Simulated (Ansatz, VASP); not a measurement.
## Two plane-wave programs on KCl

Contents of POSCAR:

```
KCl
1.0
    0.0000000000      3.1561000000      3.4085880000
    3.1561000000      0.0000000000      3.4085880000
    3.1561000000      3.1561000000      0.0000000000
K Cl
1 1
Direct
    0.0000000000      0.0000000000      0.0000000000
    0.5000000000      0.5000000000      0.5000000000
```

Contents of INCAR.step1:

```
PREC = Accurate ; ENCUT = 550
ISMEAR = 0 ; SIGMA = 0.05
LREAL = F ; LASPH = T
NELM = 120 ; NBANDS = 15
GGA = PE ; ALGO = Normal
EDIFF = 1E-5 ; LWAVE = T
LCHARG = F ; GGA_COMPAT = F
```

File INCAR.step2:

```
PREC = Accurate ; ENCUT = 550
EDIFF = 1E-6 ; ISMEAR = 0
SIGMA = 0.05 ; LREAL = F
LASPH = T ; NELM = 120
ALGO = Normal ; ISIF = 2
LWAVE = F ; LCHARG = F
METAGGA = R2SCAN ; LMIXTAU = T
NBANDS = 15 ; ISTART = 1
GGA_COMPAT = F
```

Contents of KPOINTS:

```
Automatic mesh
0
Gamma
  6 6 6
```

Input for Ansatz:

```yaml
crystal:
  lattice:
    - [0.0, 3.1561, 3.408588]
    - [3.1561, 0.0, 3.408588]
    - [3.1561, 3.1561, 0.0]
  atoms:
    - { symbol: K, position: [0.0, 0.0, 0.0] }
    - { symbol: Cl, position: [0.5, 0.5, 0.5] }
basis:
  ecutwfc: 500
kpoints:
  mp_grid: { grid: [6, 6, 6] }
hamiltonian:
  xc: r2scan
scf:
  occupations: { method: gaussian, width: 0.05 }
output:
  forces: true
  stress: true
  eigenvalues: true
  write_density: true
  write_potential: true
  elf: true
  volumetric_format: npy
```

Change from the starting cell: strain +0.000 along x and y, +0.080 along z, atoms carried along.

Alike in both runs: task single point; functional r2SCAN; k mesh 6 × 6 × 6; occupations gaussian, width 0.05 eV; no spin polarisation.

|  | VASP | Ansatz |
| --- | --- | --- |
| version | VASP 6.6.1 | Ansatz 0.2.0 |
| potentials or method | VASP PAW PBE potentials, release 64 (K_sv, Cl), cutoff 550 eV | scalar-relativistic, plane waves, PAW |
| valence electrons in the cell | 16 | 16 |

VASP gave:

| Property | Result |
| --- | --- |
| gap on the k mesh at the Fermi level (eV) | 5.52 |
| least direct gap on the mesh (eV) | 5.52 |
| pressure (GPa) | -1.1 |
| traceless stress, the component that is largest in VASP (GPa) | -1.08 |

What did Ansatz give for the same quantities?

gap on the k mesh at the Fermi level (eV): 5.51; least direct gap on the mesh (eV): 5.51; pressure (GPa): -1.1; traceless stress, the component that is largest in VASP (GPa): -1.07.

VASP's potentials were made for PBE, not for r2SCAN.
